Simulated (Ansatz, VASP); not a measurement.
**Two plane-wave programs on KI**

The input INCAR:

```
PREC = Accurate
ENCUT = 500
EDIFF = 1E-6
ISMEAR = -1
SIGMA = 0.02
LREAL = F
LASPH = T
NELM = 120
ALGO = Normal
ISIF = 2
LWAVE = F
LCHARG = F
GGA = PE
NBANDS = 15
GGA_COMPAT = F
```

File KPOINTS:

```
regular mesh
0
Gamma
  6 6 6
```

POSCAR

```
KI
1.0
    4.2038406198      0.0000000000      0.0000000000
    0.0000000000      4.2909468407      0.0000000000
    0.0000000000      0.0000000000      4.2909468407
K I
1 1
Direct
    0.0000000000      0.0000000000      0.0000000000
    0.5000000000      0.5000000000      0.5000000000
```

Input for Ansatz:

```yaml
crystal:
  lattice:
    - [4.2038406198, 0.0, 0.0]
    - [0.0, 4.2909468407, 0.0]
    - [0.0, 0.0, 4.2909468407]
  atoms:
    - { symbol: K, position: [0.0, 0.0, 0.0] }
    - { symbol: I, position: [0.5, 0.5, 0.5] }
kpoints:
  mp_grid: { grid: [6, 6, 6] }
  band_path:
    path: [[0.0, 0.0, 0.0], [0.0, 0.5, 0.0], [0.5, 0.5, 0.0], [0.5, 0.5, 0.5]]
    npoints: 1
hamiltonian:
  xc: pbe
scf:
  occupations: { method: fermi_dirac, width: 0.02 }
  n_extra_bands: 4
output:
  forces: true
  stress: true
  eigenvalues: true
```

Change from the starting cell: uniaxial_x strain -2.0%.

Alike in both runs: task single point; functional PBE; k mesh 6 × 6 × 6; occupations fermi-dirac, width 0.02 eV; no spin polarisation.

|  | VASP | Ansatz |
| --- | --- | --- |
| version | VASP 6.6.1 | Ansatz 0.2.0 |
| potentials or method | VASP PAW PBE potentials, release 64 (K_sv, I) | plane waves, PAW |
| plane-wave cutoff (eV) | 500 | 420 |
| valence electrons in the cell | 16 | 26 |

|  | VASP | Ansatz | Ansatz less VASP |
| --- | --- | --- | --- |
| gap on the k mesh at the Fermi level (eV) | 3.30 | 3.30 | +0.004 |
| pressure (GPa) | 0.8 | 0.8 | -0.03 |
| traceless stress, the component that is largest in VASP (GPa) | 0.43 | 0.43 | +0.001 |

VASP's potentials hold 16 valence electrons a cell and Ansatz's 26, so a difference there can come from the potentials and not from the codes.

Spin-orbit coupling is off throughout.
